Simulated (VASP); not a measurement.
Crystal: TiC (zincblende type).

```
Ti C
1.0
     0.00000    2.36413    2.36413
     2.36413    0.00000    2.36413
     2.36413    2.36413    0.00000
Ti C
1 1
Direct
  0.00000 0.00000 0.00000
  0.25000 0.25000 0.25000
```

Base run:

* Program: VASP 6.6.1
* Functional: r2SCAN
* Potentials or basis: VASP PAW PBE potentials, release 64 (Ti_sv, C)
* Cutoff: 520 eV
* k mesh: 15 × 15 × 15
* Occupations: fermi-dirac, width 0.05 eV
* Spin: no spin polarisation

Its results: band gap on the k mesh 0.82 eV; pressure -0.6 GPa.

Task: The run is repeated on the same cell with these changes: functional from r2SCAN to PBEsol. What comes out?

Result: Band gap on the k mesh 0.52 eV; pressure -4.4 GPa.

Caveats: the PAW data sets were made with another functional, which shifts forces and pressure a little; an odd mesh through Γ misses points on the zone boundary, where band edges can lie; the cell stands under tension (at least some runs).
